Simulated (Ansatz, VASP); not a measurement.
AlN in VASP and in Ansatz

Contents of INCAR:

```
SYSTEM = AlN
PREC = Accurate
ENCUT = 520
EDIFF = 1E-6
ISMEAR = 0
SIGMA = 0.05
LREAL = .FALSE.
LASPH = .TRUE.
NELM = 100
ALGO = Normal
ISIF = 2
LWAVE = .FALSE.
LCHARG = .FALSE.
GGA = PE
NBANDS = 11
```

Contents of KPOINTS:

```
regular mesh
0
G
  10 10 10
  0 0 0
```

File POSCAR:

```
AlN
1.0
   -0.1141104761      1.8646839068      1.8646839068
    1.8646839068     -0.1141104761      1.8646839068
    1.8646839068      1.8646839068     -0.1141104761
Al N
1 1
Direct
    0.5000000000      0.5000000000      0.5000000000
    0.0000000000      0.0000000000      0.0000000000
```

Input for Ansatz:

```yaml
crystal:
  lattice:
    - [-0.1141104761, 1.8646839068, 1.8646839068]
    - [1.8646839068, -0.1141104761, 1.8646839068]
    - [1.8646839068, 1.8646839068, -0.1141104761]
  atoms:
    - { symbol: Al, position: [0.5, 0.5, 0.5] }
    - { symbol: "N", position: [0.0, 0.0, 0.0] }
basis:
  ecutwfc: 520.0
kpoints:
  mp_grid: { grid: [10, 10, 10] }
hamiltonian:
  xc: pbe
  pseudopotentials: { kind: paw, azcp: { folder: soft_1 } }
scf:
  occupations: { method: gaussian, width: 0.05 }
output:
  forces: true
  stress: true
  eigenvalues: true
```

Alike in both runs: task single point; functional PBE; k mesh 10 × 10 × 10; occupations gaussian, width 0.05 eV; no spin polarisation.

|  | VASP | Ansatz |
| --- | --- | --- |
| version | VASP 6.6.1 | Ansatz 0.2.0 |
| potentials or method | VASP PAW PBE potentials, release 64 (Al, N), cutoff 520 eV | scalar-relativistic, plane waves, PAW |
| valence electrons in the cell | 8 | 8 |

|  | VASP | Ansatz | Ansatz less VASP |
| --- | --- | --- | --- |
| gap on the k mesh at the Fermi level (eV) | 3.57 | 3.57 | -0.002 |
| least direct gap on the mesh (eV) | 6.83 | 6.81 | -0.025 |
